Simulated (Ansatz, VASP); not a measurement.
Two plane-wave programs on ZnS

File INCAR:

```
SYSTEM = ZnS
  PREC = Accurate
  ENCUT = 500
  EDIFF = 1E-6
  ISMEAR = 0
  SIGMA = 0.01
  LREAL = .FALSE.
  LASPH = .TRUE.
  NELM = 120
  ALGO = Normal
  ISIF = 2
  LWAVE = .FALSE.
  LCHARG = .FALSE.
  NBANDS = 16
  GGA_COMPAT = .FALSE.
```

Contents of KPOINTS:

```
regular mesh
0
G
  10 10 10
  0 0 0
```

POSCAR

```
ZnS
1.0
    0.0000000000      2.6306935919      2.6306935919
    2.6306935919      0.0000000000      2.6306935919
    2.6306935919      2.6306935919      0.0000000000
Zn S
1 1
Direct
    0.2500000000      0.2500000000      0.2500000000
    0.0000000000      0.0000000000      0.0000000000
```

Input for Ansatz:

```yaml
crystal:
  lattice:
    - [0.0, 2.6306935919, 2.6306935919]
    - [2.6306935919, 0.0, 2.6306935919]
    - [2.6306935919, 2.6306935919, 0.0]
  atoms:
    - { symbol: Zn, position: [0.25, 0.25, 0.25] }
    - { symbol: S, position: [0.0, 0.0, 0.0] }
basis:
  ecutwfc: 420
kpoints:
  mp_grid: { grid: [10, 10, 10] }
hamiltonian:
  xc: lda
scf:
  occupations: { method: fixed }
output:
  forces: true
  stress: true
  eigenvalues: true
```

Alike in both runs: task single point; functional LDA; k mesh 10 × 10 × 10; no spin polarisation.

|  | VASP | Ansatz |
| --- | --- | --- |
| version | VASP 6.6.1 | Ansatz 0.2.0 |
| potentials or method | VASP PAW LDA potentials, release 64 (Zn, S), cutoff 500 eV | scalar-relativistic, plane waves, PAW |
| occupations | gaussian, width 0.01 eV | fixed |
| valence electrons in the cell | 18 | 18 |

|  | VASP | Ansatz | Ansatz less VASP |
| --- | --- | --- | --- |
| gap on the k mesh at the Fermi level (eV) | 2.25 | 2.22 | -0.036 |
| least direct gap on the mesh (eV) | 2.25 | 2.22 | -0.036 |
| pressure (GPa) | 2.1 | 1.8 | -0.24 |

LDA's correlation is that of Perdew and Zunger in VASP and of Perdew and Wang (1992) in Ansatz.
